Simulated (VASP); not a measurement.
## SiC: single point with PBE

Crystal: SiC.

```
Si C
1.0
     2.14607    2.14607    0.00000
    -2.14607    2.14607    0.00000
     0.00000    0.00000    4.43659
Si C
2 2
Direct
  0.50000 0.00000 0.75000
  0.00000 0.50000 0.25000
  0.00000 0.00000 0.00000
  0.50000 0.50000 0.50000
```

This cell differs from its parent crystal: biaxial strain in the a-b plane: -2.0 %, then relaxed in part.

```json
{
  "Program": "VASP 6.6.1",
  "Task": "single point",
  "Functional": "PBE",
  "Potentials or basis": "VASP PAW PBE potentials, release 64 (Si, C)",
  "Cutoff": "520 eV",
  "k mesh": "10 × 10 × 6",
  "Occupations": "gaussian, width 0.02 eV",
  "Spin": "no spin polarisation"
}
```

```yaml
Pressure: 6.0 GPa
Band_gap_on_the_k_mesh: 1.17 eV
```

Stress tensor (GPa, compression positive):
```
 9.08  0.00  0.00
 0.00  9.08  0.00
 0.00  0.00 -0.08
```

Levels at points of the mesh, in eV from the valence-band top:
| k point | band 6 | band 7 | band 8 | band 9 | band 10 | band 11 |
| --- | --- | --- | --- | --- | --- | --- |
| (0.00, 0.00, 0.00) | -0.24 | 0.00 | 0.00 | 1.47 | 4.67 | 6.29 |
| (0.50, 0.00, 0.00) | -4.65 | -1.04 | -1.04 | 5.78 | 5.78 | 8.73 |
| (0.50, 0.50, 0.00) | -3.43 | -3.38 | -3.38 | 1.17 | 1.17 | 4.09 |
| (0.00, 0.00, 0.50) | -1.85 | -1.85 | -1.85 | 4.04 | 4.04 | 6.51 |
| (0.50, 0.00, 0.50) | -1.34 | -0.93 | -0.93 | 5.34 | 5.34 | 7.07 |
| (0.50, 0.50, 0.50) | -5.08 | -4.81 | -4.81 | 4.85 | 4.85 | 8.91 |

It took 17 s on 1 thread of Intel(R) Xeon(R) 6975P-C (Granite Rapids), with other jobs on the host, peak memory 0.17 GiB.

Caveat: the cell differs from its parent crystal (biaxial strain in the a-b plane: -2.0 %, then relaxed in part). A k mesh can miss the band edges.
